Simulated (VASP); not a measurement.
# Cs2VH6 (Fm-3m) in VASP: a series of runs

Cs2VH6 is run at these levels: PBE; tasks: single point, relaxation of cell and atoms.

All numbers are computed with VASP 6.6.1; they aren't measurements. Logs are shortened: lines on timing, memory, paths and dates and some standing lists are left out, and cuts for length are marked.

## (1) The cell of the first run

Symmetry: Fm-3m, No. 225, cubic system. The conventional cell has a = 9.117 Å, b = 9.117 Å, c = 9.117 Å, α = 90.00°, β = 90.00°, γ = 90.00°. Cs (site symmetry -43m) has 12 H at 3.27 Å and 4 V at 3.95 Å within 4.3 Å. V (site symmetry m-3m) has 6 H at 1.76 Å within 2.3 Å. Within 2.3 Å of H (site symmetry 4mm) lie 1 V at 1.76 Å.

The cell was generated, and may not be a known phase.

## (2) Single point, PBE, collinear spin, ferromagnetic start

The input, INCAR:

```
SYSTEM = Cs2VH6
PREC     = Accurate       ! precision mode
ENCUT    = 520            ! plane-wave cutoff, eV
EDIFF    = 1E-6           ! SCF threshold, eV
ISMEAR   = 0              ! smearing method
SIGMA    = 0.1            ! smearing width, eV
LREAL    = .False.        ! projectors in reciprocal space
LASPH    = .True.         ! aspherical terms in the spheres
NELM     = 150            ! most SCF steps
ALGO     = Normal         ! electronic algorithm
ISIF     = 2              ! what is computed and relaxed
LWAVE    = .False.        ! write WAVECAR
LCHARG   = .True.         ! write CHGCAR
ISPIN    = 2              ! spin polarisation
MAGMOM   = 0 0 2 0 0 0 0 0 0 ! initial moments
LORBIT   = 11             ! projections on sites
LMAXMIX  = 4              ! l up to which the mixer works
GGA      = PE             ! functional
LELF     = .True.         ! ELF
LVHAR    = .True.       
NBANDS   = 32             ! bands
```

The input, KPOINTS:

```
regular mesh
0
Gamma
  4 4 4
  0 0 0
```

The input, POSCAR:

```
Cs2VH6
1.0
    0.0000000000      4.5584182294      4.5584182294
    4.5584182294      0.0000000000      4.5584182294
    4.5584182294      4.5584182294      0.0000000000
Cs V H
2 1 6
Direct
    0.7500000000      0.7500000000      0.7500000000
    0.2500000000      0.2500000000      0.2500000000
    0.0000000000      0.0000000000      0.0000000000
    0.8072175913      0.8072175913      0.1927824087
    0.1927824087      0.8072175913      0.1927824087
    0.8072175913      0.1927824087      0.1927824087
    0.1927824087      0.1927824087      0.8072175913
    0.8072175913      0.1927824087      0.8072175913
    0.1927824087      0.8072175913      0.8072175913
```

Potentials or basis: VASP PAW PBE potentials, release 64 (Cs_sv, V_sv, H).

On the command line:

```console
cat potpaw_PBE.64/Cs_sv/POTCAR potpaw_PBE.64/V_sv/POTCAR potpaw_PBE.64/H/POTCAR > POTCAR
mpirun -np 1 vasp_std > vasp.out
```

OUTCAR:

```text
SYSTEM = Cs2VH6
   PREC = Accurate
   ENCUT = 520
   EDIFF = 1E-6
   ISMEAR = 0
   LREAL = .False.
   LASPH = .True.
   NELM = 150
   ISIF = 2
   ISPIN = 2
   LORBIT = 11
   GGA = PE

 ion  position               nearest neighbor table
   1  0.750  0.750  0.750-
   2  0.250  0.250  0.250-
   3  0.000  0.000  0.000-   4 1.76   5 1.76   6 1.76   7 1.76   8 1.76   9 1.76
   4  0.807  0.807  0.193-   3 1.76
   5  0.193  0.807  0.193-   3 1.76
   6  0.807  0.193  0.193-   3 1.76
   7  0.193  0.193  0.807-   3 1.76
   8  0.807  0.193  0.807-   3 1.76
   9  0.193  0.807  0.807-   3 1.76

  LATTYP: Found a face centered cubic cell.
 ALAT       =     9.1168364588

  Lattice vectors:

 A1 = (   0.0000000000,   4.5584182294,   4.5584182294)
 A2 = (   4.5584182294,   0.0000000000,   4.5584182294)
 A3 = (   4.5584182294,   4.5584182294,   0.0000000000)

Analysis of symmetry for initial positions (statically):
=====================================================================
 Subroutine PRICEL returns:
 Original cell was already a primitive cell.

 Routine SETGRP: Setting up the symmetry group for a
 face centered cubic supercell.

 Subroutine GETGRP returns: Found 48 space group operations
 (whereof 48 operations were pure point group operations)
 out of a pool of 48 trial point group operations.

The static configuration has the point symmetry O_h .

Analysis of symmetry for dynamics (positions and initial velocities):
=====================================================================
 Subroutine PRICEL returns:
 Original cell was already a primitive cell.

 Routine SETGRP: Setting up the symmetry group for a
 face centered cubic supercell.

 Subroutine GETGRP returns: Found 48 space group operations
 (whereof 48 operations were pure point group operations)
 out of a pool of 48 trial point group operations.

The dynamic configuration has the point symmetry O_h .

Analysis of structural, dynamic, and magnetic symmetry:
=====================================================================
 Subroutine PRICEL returns:
 Original cell was already a primitive cell.

 Routine SETGRP: Setting up the symmetry group for a
 face centered cubic supercell.

 Subroutine GETGRP returns: Found 48 space group operations
 (whereof 48 operations were pure point group operations)
 out of a pool of 48 trial point group operations.

The overall configuration has the point symmetry O_h .

 Subroutine INISYM returns: Found 48 space group operations
 (whereof 48 operations are pure point group operations),
[... 138 lines left out ...]

  energy without entropy =      -30.10589808  energy(sigma->0) =      -30.14234174

 E-fermi :  -0.7010     XC(G=0):  -7.2022

 val. band max:       -0.7063369239   @ k =   0.5000   0.2500   0.0000
 cond. band min:      -0.6910168708   @ k =  -0.2500   0.5000   0.2500
 fundamental gap:      0.0153200531
 Fermi energy:        -0.7009533243

 spin component 1

 k-point     1 :       0.0000    0.0000    0.0000
  band No.  band energies     occupation
      1     -65.6628      1.00000
      2     -39.4322      1.00000
      3     -39.4322      1.00000
      4     -39.4322      1.00000
      5     -21.2965      1.00000
      6     -21.2278      1.00000
[... 253 lines left out ...]
     29       6.2558      0.00000
     30       6.2558      0.00000
 Fermi energy:        -0.7009533243

 spin component 2

 k-point     1 :       0.0000    0.0000    0.0000
  band No.  band energies     occupation
      1     -64.6457      1.00000
      2     -38.4238      1.00000
      3     -38.4238      1.00000
      4     -38.4238      1.00000
      5     -21.2951      1.00000
      6     -21.2265      1.00000
[... 253 lines left out ...]
     29       6.2494      0.00000
     30       6.2494      0.00000
 [bands above 30 left out]

------------------------ aborting loop because EDIFF is reached ----------------------------------------

  FORCE on cell =-STRESS in cart. coord.  units (eV):
  Direction    XX          YY          ZZ          XY          YZ          ZX
  --------------------------------------------------------------------------------------
  -------------------------------------------------------------------------------------
  Total        0.3600791      0.3600791      0.3600791      0.0000000      0.0000000     -0.0000000
  in kB        3.0453418      3.0453418      3.0453418      0.0000000      0.0000000     -0.0000000
  external PRESSURE =       3.0453418 kB  Pullay stress =       0.0000000 kB

 VOLUME and BASIS-vectors are now :
 -----------------------------------------------------------------------------
  energy-cutoff  :      520.00
  volume of cell :      189.44
      direct lattice vectors                 reciprocal lattice vectors
     0.000000000  4.558418229  4.558418229    -0.109687171  0.109687171  0.109687171
     4.558418229  0.000000000  4.558418229     0.109687171 -0.109687171  0.109687171
     4.558418229  4.558418229  0.000000000     0.109687171  0.109687171 -0.109687171

 POSITION                                       TOTAL-FORCE (eV/Angst)
 -----------------------------------------------------------------------------------
      6.83763      6.83763      6.83763        -0.000000      0.000000      0.000000
      2.27921      2.27921      2.27921        -0.000000      0.000000      0.000000
      0.00000      0.00000      0.00000        -0.000000      0.000000     -0.000000
      4.55842      4.55842      7.35927        -0.000000      0.000000     -0.007464
      4.55842      1.75757      4.55842        -0.000000      0.007464      0.000000
      1.75757      4.55842      4.55842         0.007464      0.000000      0.000000
      4.55842      4.55842      1.75757        -0.000000      0.000000      0.007464
      4.55842      7.35927      4.55842        -0.000000     -0.007464      0.000000
      7.35927      4.55842      4.55842        -0.007464      0.000000      0.000000
 -----------------------------------------------------------------------------------
    total drift:                               -0.000000     -0.000000      0.000000

  FREE ENERGIE OF THE ION-ELECTRON SYSTEM (eV)
  ---------------------------------------------------
  free  energy   TOTEN  =       -30.1787853995 eV

  energy  without entropy=      -30.1058980771  energy(sigma->0) =      -30.14234174

 total charge

# of ion       s       p       d       tot
------------------------------------------
    1        1.836   4.705   0.028   6.568
    2        1.836   4.705   0.028   6.568
    3        2.313   6.336   2.652  11.300
    4        0.535   0.005   0.000   0.540
    5        0.535   0.005   0.000   0.540
    6        0.535   0.005   0.000   0.540
    7        0.535   0.005   0.000   0.540
    8        0.535   0.005   0.000   0.540
    9        0.535   0.005   0.000   0.540
--------------------------------------------------
tot          9.196  15.775   2.707  27.678

 magnetization (x)

# of ion       s       p       d       tot
------------------------------------------
    1        0.001   0.001   0.001   0.002
    2        0.001   0.001   0.001   0.002
    3        0.013   0.016   0.928   0.957
    4       -0.010   0.001   0.000  -0.009
    5       -0.010   0.001   0.000  -0.009
    6       -0.010   0.001   0.000  -0.009
    7       -0.010   0.001   0.000  -0.009
    8       -0.010   0.001   0.000  -0.009
    9       -0.010   0.001   0.000  -0.009
--------------------------------------------------
tot         -0.045   0.023   0.930   0.908
```

stdout:

```text
POSCAR found type information on POSCAR CsV H
 POSCAR found :  3 types and       9 ions
 scaLAPACK will be used
 LDA part: xc-table for (Slater+PW92), standard interpolation
 POSCAR, INCAR and KPOINTS ok, starting setup
 FFT: planning ... GRIDC
 FFT: planning ... GRID_SOFT
 FFT: planning ... GRID
 WAVECAR not read
 entering main loop
```

It took 98 s on 1 thread of Intel Xeon 6975P-C (Granite Rapids), shared host; peak memory 0.43 GiB.

What came out:

| Property | Result |
| --- | --- |
| Free energy | -30.1788 eV |
| Pressure | 0.3 GPa |
| Largest force | 0.007 eV/Å |
| Band gap on the k mesh | zero (filled and empty bands overlap) |
| Net moment | 1.00 μB per cell |
| Site moments | Cs +0.00; V +0.96; H -0.01 μB |
| Valence electrons inside the program's atomic spheres | Cs 6.57; V 11.30; H 0.54 |

Forces in eV/Å, atoms in the order of the input:
```
Cs   0.000  0.000  0.000
Cs   0.000  0.000  0.000
V    0.000  0.000  0.000
H    0.000  0.000 -0.007
H    0.000  0.007  0.000
H    0.007  0.000  0.000
H    0.000  0.000  0.007
H    0.000 -0.007  0.000
H   -0.007  0.000  0.000
```

Levels at points of the mesh, in eV from the Fermi level:
Spin up:
| k point | band 14 | band 15 | band 16 | band 17 | band 18 | band 19 | band 20 | band 21 | band 22 | band 23 |
| --- | --- | --- | --- | --- | --- | --- | --- | --- | --- | --- |
| (0.00, 0.00, 0.00) | -2.47 | -2.47 | -1.34 | -1.34 | -1.34 | 0.08 | 0.08 | 0.08 | 3.57 | 3.57 |
| (0.50, 0.00, 0.00) | -2.45 | -2.45 | -1.33 | -1.05 | -1.05 | -0.01 | 0.05 | 0.05 | 3.65 | 3.65 |
| (0.50, 0.50, 0.00) | -2.47 | -2.40 | -1.51 | -0.87 | -0.87 | -0.04 | 0.03 | 0.03 | 2.84 | 4.36 |
Spin down:
```tsv
k point	band 14	band 15	band 16	band 17	band 18	band 19	band 20	band 21	band 22	band 23
(0.00, 0.00, 0.00)	-2.26	-2.26	-1.32	-1.32	-1.32	1.19	1.19	1.19	3.79	3.79
(0.50, 0.00, 0.00)	-2.24	-2.24	-1.32	-1.03	-1.03	1.06	1.15	1.15	3.88	3.88
(0.50, 0.50, 0.00)	-2.27	-2.18	-1.49	-0.85	-0.85	1.02	1.13	1.13	3.04	4.63
```

Caveat: spin-orbit coupling is left out, which moves the levels of the heavy elements.

[end of part 1 of 2]
